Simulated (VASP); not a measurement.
WC:

```
W C
1.0
     2.86722    0.00000    0.00000
    -1.43361    2.48308    0.00000
     0.00000    0.00000    2.79826
W C
1 1
Direct
  0.00000 0.00000 0.00000
  0.66667 0.33333 0.50000
```

Base run:

```yaml
Program: VASP 6.6.1
Functional: b88 exchange, pbe correlation
Potentials_or_basis: VASP PAW PBE potentials, release 64 (W_sv, C)
Cutoff: 600 eV
k_mesh: 10 × 10 × 9
Occupations: fermi-dirac, width 0.05 eV
Spin: no spin polarisation
```

Its results: band gap on the k mesh zero (bands 9 and 10 overlap by 1.26 eV); pressure 25.4 GPa.

**Question.** The run is repeated on the same cell with these changes: functional from b88 exchange, pbe correlation to r2SCAN; cutoff from 600 eV to 520 eV; dispersion from none to rVV10. What comes out?

**Answer.** Band gap on the k mesh zero (bands 9 and 10 overlap by 1.29 eV); pressure 20.5 GPa.

Several settings changed at once.

Caveats: the cell stands under pressure; the PAW data sets were made with another functional, which shifts forces and pressure a little; spin-orbit coupling is left out, which moves the levels of the heavy elements.
